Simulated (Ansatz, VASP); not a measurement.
Sn in VASP and in Ansatz

INCAR

```
SYSTEM = Sn
PREC     = Accurate       ! precision mode
ENCUT    = 520            ! plane-wave cutoff, eV
EDIFF    = 1E-6           ! SCF threshold, eV
ISMEAR   = -1             ! smearing method
SIGMA    = 0.05           ! smearing width, eV
LREAL    = .False.        ! projectors in reciprocal space
LASPH    = .True.         ! aspherical terms in the spheres
NELM     = 80             ! most SCF steps
ALGO     = Fast           ! electronic algorithm
ISIF     = 2              ! what is computed and relaxed
LWAVE    = .False.        ! write WAVECAR
LCHARG   = .True.         ! write CHGCAR
LELF     = .True.         ! ELF
LVHAR    = .True.       
NBANDS   = 13             ! bands
```

KPOINTS

```
regular mesh
0
Gamma
  10 10 10
  0 0 0
```

POSCAR

```
Sn
1.0
   -1.8819356520      1.8819356520      1.8819356520
    1.8819356520     -1.8819356520      1.8819356520
    1.8819356520      1.8819356520     -1.8819356520
Sn
1
Direct
    0.0000000000      0.0000000000      0.0000000000
```

input.yaml

```yaml
crystal:
  lattice:
    - [-1.881935652, 1.881935652, 1.881935652]
    - [1.881935652, -1.881935652, 1.881935652]
    - [1.881935652, 1.881935652, -1.881935652]
  atoms:
    - { symbol: Sn, position: [0.0, 0.0, 0.0] }
kpoints:
  mp_grid: { grid: [10, 10, 10] }
scf:
  occupations: { method: fermi_dirac, width: 0.05 }
hamiltonian:
  xc: lda
  pseudopotentials: { kind: all_electron, lapw: { basis_error: 0.001 } }
output:
  forces: true
  stress: true
  eigenvalues: true
```

Change from the starting cell: volume scaled by 0.98.

Alike in both runs: task single point; functional LDA; k mesh 10 × 10 × 10; occupations fermi-dirac, width 0.05 eV; no spin polarisation.

```csv
,VASP,Ansatz
version,VASP 6.6.1,Ansatz 0.2.0
potentials or method,"VASP PAW LDA potentials, release 64 (Sn_d), cutoff 520 eV","all-electron LAPW, scalar-relativistic"
```

|  | VASP | Ansatz | Ansatz less VASP |
| --- | --- | --- | --- |
| gap on the k mesh at the Fermi level (eV) | none | none | - |
| pressure (GPa) | -2.6 | -2.6 | +0.01 |

LDA's correlation is that of Perdew and Zunger in VASP and of Perdew and Wang (1992) in Ansatz. A gap of «none» marks a metal or a gap that the smearing closes. Ansatz ran all-electron here, and VASP with PAW potentials.
